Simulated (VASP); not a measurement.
A run of VASP 6.6.1 is set up as follows.

INCAR

```
SYSTEM = Ta3N
  PREC = Accurate
  ENCUT = 520
  EDIFF = 1E-6
  ISMEAR = 0
  SIGMA = 0.15
  LREAL = .FALSE.
  LASPH = .TRUE.
  NELM = 80
  ALGO = Normal
  ISIF = 2
  LWAVE = .FALSE.
  LCHARG = .TRUE.
  GGA = PE
  LELF = .TRUE.
  LVHAR = .TRUE.
  NBANDS = 27
```

File KPOINTS:

```
regular mesh
0
G
  24 24 8
  0 0 0
```

File POSCAR:

```
Ta3N
1.0
    3.0631741456      0.0000000000      0.0000000000
   -1.5315870728      2.6527866263      0.0000000000
    0.0000000000      0.0000000000      7.3546844727
Ta N
3 1
Direct
    0.0000000000      0.0000000000      0.5000000000
    0.3333333333      0.6666666667      0.1735950547
    0.6666666667      0.3333333333      0.8264049453
    0.0000000000      0.0000000000      0.0000000000
```

Potentials or basis: VASP PAW PBE potentials, release 64 (Ta_pv, N).

Run with:

```sh
$ cat potpaw_PBE.64/Ta_pv/POTCAR potpaw_PBE.64/N/POTCAR > POTCAR
$ mpirun -np 1 vasp_std > vasp.out
```

(1) Estimate the band gap on the k mesh.

(2) Predict the pressure.

(3) Estimate the largest force.

Results:

(1) zero (bands 19 and 20 overlap by 0.88 eV).

(2) 0.4 GPa.

(3) 0.228 eV/Å.

Caveat: spin-orbit coupling is left out, which moves the levels of the heavy elements.
